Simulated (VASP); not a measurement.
The system is BaZrO3.

```
Ba Zr O
1.0
     4.19134    0.00000    0.00000
     0.00000    4.19134    0.00000
     0.00000    0.00000    4.19134
Ba Zr O
1 1 3
Direct
  0.00000 0.00000 0.00000
  0.50000 0.50000 0.50000
  0.50000 0.50000 0.00000
  0.50000 0.00000 0.50000
  0.00000 0.50000 0.50000
```

```yaml
Program: VASP 6.6.1
Task: relaxation of cell and atoms
Functional: BLYP
Dispersion: D4
Potentials_or_basis: VASP PAW PBE potentials, release 64 (Ba_sv, Zr_sv, O)
Cutoff: 600 eV
k_mesh: 6 × 6 × 6
Occupations: fermi-dirac, width 0.05 eV
Spin: no spin polarisation
```

At the start: pressure 5.8 GPa; volume 14.73 Å³/atom.

Question: How do energy, volume and symmetry change on relaxing?

Answer: Over 3 steps the energy falls by 9.6 meV/atom and the volume is 15.28 Å³/atom (+3.8 %); space group Pm-3m (No. 221, to 0.05 Å).

Step by step:
| step | energy change (eV) | largest force (eV/Å) | pressure (GPa) | volume (Å³) |
| --- | --- | --- | --- | --- |
| 1 | 0.0000 | 0.0000 | 5.80 | 73.63 |
| 2 | 0.0053 | 0.0000 | -5.36 | 79.46 |
| 3 | -0.0481 | 0.0000 | -0.04 | 76.39 |

Final structure:
```cif
data_structure
_symmetry_space_group_name_H-M 'P 1'
_symmetry_Int_Tables_number 1
_cell_length_a 4.2431
_cell_length_b 4.2431
_cell_length_c 4.2431
_cell_angle_alpha 90.000
_cell_angle_beta 90.000
_cell_angle_gamma 90.000
_cell_volume 76.39
loop_
_atom_site_label
_atom_site_type_symbol
_atom_site_fract_x
_atom_site_fract_y
_atom_site_fract_z
_atom_site_occupancy
Ba1 Ba 0.00000 0.00000 0.00000 1
Zr1 Zr 0.50000 0.50000 0.50000 1
O1 O 0.50000 0.50000 0.00000 1
O2 O 0.50000 0.00000 0.50000 1
O3 O 0.00000 0.50000 0.50000 1
```

Caveat: the PAW data sets were made with another functional, which shifts forces and pressure a little.
